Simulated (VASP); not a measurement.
# As (R-3m) in VASP: single point with PBE+D3(BJ)

Aim: the single point of As with PBE+D3(BJ).

Program: VASP 6.6.1. These are calculated values, not measurements. Logs are shortened: lines on timing, memory, paths and dates and some standing lists are left out, and cuts for length are marked.

## 1. The cell of the first run

The structure is trigonal, space group R-3m (No. 166). The conventional cell has a = 3.743 Å, b = 3.743 Å, c = 9.711 Å, α = 90.00°, β = 90.00°, γ = 120.00°. Within 3.3 Å of As (site symmetry 3m) lie 6 As at 2.52 to 2.91 Å.

## 2. Single point, PBE+D3(BJ) (19.64 Å³/atom)

File INCAR:

```
  PREC = Accurate
  ENCUT = 510
  EDIFF = 1E-6
  ISMEAR = 0
  SIGMA = 0.1
  LREAL = False
  LASPH = True
  NELM = 120
  ALGO = Normal
  ISIF = 2
  LWAVE = False
  LCHARG = False
  GGA = PE
  IVDW = 12
  NBANDS = 22
  GGA_COMPAT = False
```

File KPOINTS:

```
Automatic mesh
0
Gamma
  15 15 15
```

File POSCAR:

```
As
1.0
    1.8715198371      1.0805224817      3.2369231911
   -1.8715198371      1.0805224817      3.2369231911
    0.0000000000     -2.1610449635      3.2369231911
As
2
Direct
    0.7668407953      0.7668407953      0.7668407953
    0.2331592047      0.2331592047      0.2331592047
```

Potentials or basis: VASP PAW PBE potentials, release 64 (As_d).

The run is started by

```
> cat potpaw_PBE.64/As_d/POTCAR > POTCAR
> mpirun -np 1 vasp_std > vasp.out
```

OUTCAR:

```text
PREC = Accurate
   ENCUT = 510
   EDIFF = 1E-6
   ISMEAR = 0
   LREAL = False
   LASPH = True
   NELM = 120
   ISIF = 2
   GGA = PE
   IVDW = 12
 IVDW          = 12

 ion  position               nearest neighbor table
   1  0.767  0.767  0.767-   2 2.52   2 2.52   2 2.52   2 2.91   2 2.91   2 2.91
   2  0.233  0.233  0.233-   1 2.52   1 2.52   1 2.52   1 2.91   1 2.91   1 2.91

  LATTYP: Found a trigonal (rhomboedric) cell.
 ALAT       =     3.8920158118
 COS(alpha) =     0.5375447935

  Lattice vectors:

 A1 = (   1.8715198371,   1.0805224817,   3.2369231911)
 A2 = (  -1.8715198371,   1.0805224817,   3.2369231911)
 A3 = (   0.0000000000,  -2.1610449635,   3.2369231911)

Analysis of symmetry for initial positions (statically):
=====================================================================
 Subroutine PRICEL returns:
 Original cell was already a primitive cell.

 Routine SETGRP: Setting up the symmetry group for a
 trigonal (rhombohedral) supercell.

 Subroutine GETGRP returns: Found 12 space group operations
 (whereof 12 operations were pure point group operations)
 out of a pool of 12 trial point group operations.

The static configuration has the point symmetry D_3d.

Analysis of symmetry for dynamics (positions and initial velocities):
=====================================================================
 Subroutine PRICEL returns:
 Original cell was already a primitive cell.

 Routine SETGRP: Setting up the symmetry group for a
 trigonal (rhombohedral) supercell.

 Subroutine GETGRP returns: Found 12 space group operations
 (whereof 12 operations were pure point group operations)
 out of a pool of 12 trial point group operations.

The dynamic configuration has the point symmetry D_3d.

 Subroutine INISYM returns: Found 12 space group operations
 (whereof 12 operations are pure point group operations),
 and found     1 'primitive' translations

----------------------------------------------------------------------------------------

                                     Primitive cell

  volume of cell :      39.2746

  direct lattice vectors                    reciprocal lattice vectors
     1.871519837  1.080522482  3.236923191     0.267162544  0.154246366  0.102978450
    -1.871519837  1.080522482  3.236923191    -0.267162544  0.154246366  0.102978450
     0.000000000 -2.161044964  3.236923191     0.000000000 -0.308492733  0.102978450

  length of vectors
[... 72 lines left out ...]
 SYSTEM =  unknown system
   PREC   = accura    normal or accurate (medium, high low for compatibility)
   ISTART =      0    job   : 0-new  1-cont  2-samecut
   ICHARG =      2    charge: 1-file 2-atom 10-const
   ISPIN  =      1    spin polarized calculation?
   LNONCOLLINEAR =      F non collinear calculations
   LSORBIT =      F    spin-orbit coupling
   LASPH  =      T    aspherical Exc in radial PAW
   ENCUT  =  510.0 eV  37.48 Ry    6.12 a.u.   7.17  7.17  7.17*2*pi/ulx,y,z
   NELM   =    120;   NELMIN=  2; NELMDL= -5     # of ELM steps
   EDIFF  = 0.1E-05   stopping-criterion for ELM
   LREAL  =      F    real-space projection
[... 7 lines left out ...]
   TEBEG  =    0.0;   TEEND  =   0.0 temperature during run
   PSTRESS=    0.0 pullay stress
   NELECT =      30.0000    total number of electrons
   NUPDOWN=      -1.0000    fix difference up-down
   EMIN   =  10.00;   EMAX   =-10.00  energy-range for DOS
   EFERMI =   0.00;   METHOD = LEGACY
   ISMEAR =     0;   SIGMA  =   0.10  broadening in eV -4-tet -1-fermi 0-gaus
   EFERMI_NEDOS =   21; number of points for ismear=-14 and -15
   IALGO  =     38    algorithm
   IMIX   =      4    mixing-type and parameters
     AMIX     =   0.40;   BMIX     =  1.00
     AMIX_MAG =   1.60;   BMIX_MAG =  1.00
  volume/ion in A,a.u.               =      19.64       132.52
  Fermi-wavevector in a.u.,A,eV,Ry     =   1.496504  2.827983 30.470587  2.239525
  Thomas-Fermi vector in A             =   2.608512
   LORBIT       =      0    0 simple, 1 ext, 2 COOP (PROOUT), +10 PAW based schemes
   GGA     = PE    functional components
   LHFCALC =     F    Hartree Fock is set to
   AEXX    =    0.0000 exact exchange contribution
   IVDW    =    12    specifies the selected vdW correction
   LEPSILON=     F    determine dielectric tensor
   LRPA    =     F    only Hartree local field effects (RPA)
 non-spin polarized calculation
 Gauss-broadening in eV      SIGMA  =   0.10
  energy-cutoff  :      510.00
  volume of cell :       39.27
 maximum number of plane-waves:      1039
 NGX is ok and might be reduce to    30
   NGX = 15   NGY = 15   NGZ = 15

 number of electron      30.0000011 magnetization

 Free energy of the ion-electron system (eV)
  ---------------------------------------------------
  ext. energy  EPLUGINS =         0.00000000
  ---------------------------------------------------
  free energy    TOTEN  =        -9.23886308 eV

  energy without entropy =       -9.23828187  energy(sigma->0) =       -9.23857248

 E-fermi :   4.6229     XC(G=0): -11.1744

 val. band max:        4.5513562660   @ k =   0.4000   0.2667   0.2667
 cond. band min:       4.6510161303   @ k =   0.4000   0.0667   0.0667
 fundamental gap:      0.0996598643
 Fermi energy:         4.6229251258

 k-point     1 :       0.0000    0.0000    0.0000
  band No.  band energies     occupation
      1     -31.7718      2.00000
      2     -31.7718      2.00000
      3     -31.7199      2.00000
      4     -31.7199      2.00000
      5     -31.6959      2.00000
      6     -31.6466      2.00000
[... 589 lines left out ...]
     21      12.3688      0.00000
     22      14.1719      0.00000

 [... further k-points ...]

------------------------ aborting loop because EDIFF is reached ----------------------------------------

 Edisp (eV)   -0.92247

 E8    (eV) :    -0.3905

  FORCE on cell =-STRESS in cart. coord.  units (eV):
  Direction    XX          YY          ZZ          XY          YZ          ZX
  --------------------------------------------------------------------------------------
  -------------------------------------------------------------------------------------
  Total       0.93571     0.93571     0.95659     0.00000    -0.00000     0.00000
  in kB      38.17146    38.17146    39.02331     0.00000    -0.00000     0.00000
  external pressure =       38.46 kB  Pullay stress =        0.00 kB

 VOLUME and BASIS-vectors are now :
 -----------------------------------------------------------------------------
  energy-cutoff  :      510.00
  volume of cell :       39.27
      direct lattice vectors                 reciprocal lattice vectors
     1.871519837  1.080522482  3.236923191     0.267162544  0.154246366  0.102978450
    -1.871519837  1.080522482  3.236923191    -0.267162544  0.154246366  0.102978450
     0.000000000 -2.161044964  3.236923191     0.000000000 -0.308492733  0.102978450

 POSITION                                       TOTAL-FORCE (eV/Angst)
 -----------------------------------------------------------------------------------
      0.00000     -0.00000      7.44661         0.000000      0.000000     -0.014208
      0.00000     -0.00000      2.26416         0.000000     -0.000000      0.014208
 -----------------------------------------------------------------------------------
    total drift:                               -0.000000     -0.000000      0.000000

  FREE ENERGIE OF THE ION-ELECTRON SYSTEM (eV)
  ---------------------------------------------------
  free  energy   TOTEN  =       -10.1613349770 eV

  energy  without entropy=      -10.1607537693  energy(sigma->0) =      -10.16104437
```

OSZICAR:

```text
N       E                     dE             d eps       ncg     rms          rms(c)
DAV:   1     0.190850653095E+03    0.19085E+03   -0.12878E+04 20324   0.670E+03
DAV:   2     0.177560341833E+02   -0.17309E+03   -0.16470E+03 15388   0.860E+02
DAV:   3    -0.805845031227E+01   -0.25814E+02   -0.25314E+02 16612   0.144E+02
DAV:   4    -0.923487778674E+01   -0.11764E+01   -0.11738E+01 17740   0.356E+01
DAV:   5    -0.925530262769E+01   -0.20425E-01   -0.20424E-01 17044   0.573E+00    0.411E+00
DAV:   6    -0.924428586682E+01    0.11017E-01   -0.70945E-03 19616   0.104E+00    0.244E+00
DAV:   7    -0.923862919673E+01    0.56567E-02   -0.94344E-03 21748   0.991E-01    0.112E-01
DAV:   8    -0.923883274083E+01   -0.20354E-03   -0.56282E-04 17872   0.272E-01    0.239E-02
DAV:   9    -0.923886122757E+01   -0.28487E-04   -0.28780E-05 17560   0.420E-02    0.568E-03
DAV:  10    -0.923886298924E+01   -0.17617E-05   -0.26824E-06 16840   0.209E-02    0.196E-03
DAV:  11    -0.923886308006E+01   -0.90820E-07   -0.38698E-07 11498   0.541E-03
   1 F= -.10161335E+02 E0= -.10161044E+02  d E =-.581208E-03
```

Wall time 3.8 min (1 thread of Intel Xeon Platinum 8275CL at 3.00GHz (Skylake/Cascade Lake), shared host); peak memory 0.35 GiB.

Results:

| Quantity | Value |
| --- | --- |
| Free energy | -10.1613 eV |
| Pressure | 3.8 GPa |
| Largest force | 0.014 eV/Å |
| Band gap on the k mesh | zero (bands 15 and 16 overlap by 0.24 eV) |
| Dispersion energy per atom | -0.461 eV |

Forces on the atoms (eV/Å):
```
As   0.000  0.000 -0.014
As   0.000  0.000  0.014
```

Stress tensor (GPa, compression positive):
```
3.82 0.00 0.00
0.00 3.82 0.00
0.00 0.00 3.90
```

Caveat: the cell stands under pressure.

The gap in the log of VASP goes by the Fermi energy; the results here count the filled bands.